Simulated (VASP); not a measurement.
Write the native input for VASP 6.6.1 that does the following.

```yaml
Task: single point
Functional: LDA
Potentials_or_basis: VASP PAW LDA potentials, release 64 (Ta_pv, N)
Cutoff: 520 eV
k_mesh: 7 × 7 × 7
Occupations: gaussian, width 0.05 eV
Spin: collinear spin, ferromagnetic start
Starting_moments: "[-0.08, 0.0] μB"
Hubbard_terms: Ta d U = 4.0 eV
Dipole_correction: no
Further_INCAR_settings: ALGO = Normal; EDIFF = 1e-06; NBANDS = 19
```

The structure of TaN lies in POSCAR:

```
TaN
1.0
    2.9380011100      0.0000000000      0.0000000000
   -1.4690005500      2.5443836000      0.0000000000
    0.0000000000      0.0000000000      2.8830022100
Ta N
1 1
Direct
    0.3333333333      0.6666666667      0.5000000000
    0.0000000000      0.0000000000      0.0000000000
```

These files were run (other wordings do the same):

INCAR

```
SYSTEM = TaN
PREC     = Accurate       ! precision mode
ENCUT    = 520            ! plane-wave cutoff, eV
EDIFF    = 1E-6           ! SCF threshold, eV
ISMEAR   = 0              ! smearing method
SIGMA    = 0.05           ! smearing width, eV
LREAL    = .False.        ! projectors in reciprocal space
LASPH    = .True.         ! aspherical terms in the spheres
NELM     = 150            ! most SCF steps
ALGO     = Normal         ! electronic algorithm
ISIF     = 2              ! what is computed and relaxed
LWAVE    = .False.        ! write WAVECAR
LCHARG   = .False.        ! write CHGCAR
ISPIN    = 2              ! spin polarisation
MAGMOM   = -0.08 0        ! initial moments
LORBIT   = 11             ! projections on sites
LMAXMIX  = 4              ! l up to which the mixer works
LDAU     = .True.         ! DFT+U
LDAUTYPE = 2            
LDAUL    = 2 -1           ! shell
LDAUU    = 4 0            ! U, eV
LDAUJ    = 0 0          
LDAUPRINT= 1            
GGA      = CA             ! functional
NBANDS   = 19             ! bands
```

KPOINTS

```
Automatic mesh
0
Gamma
  7 7 7
  0 0 0
```

Potentials or basis: VASP PAW LDA potentials, release 64 (Ta_pv, N).

Run with:

```console
$ cat potpaw_LDA.64/Ta_pv/POTCAR potpaw_LDA.64/N/POTCAR > POTCAR
$ mpirun -np 1 vasp_std > vasp.out
```

It gave:

| Item | Value |
| --- | --- |
| Pressure | 3.0 GPa |
| Band gap on the k mesh | zero (filled and empty bands overlap) |
| Net moment | 0.00 μB per cell |
| Valence electrons inside the program's atomic spheres | Ta 8.92; N 3.72 |

Caveat: spin-orbit coupling is left out, which moves the levels of the heavy elements.

It took 13 s on 1 thread of Intel Xeon 6975P-C, on a shared host, peak memory 0.15 GiB.
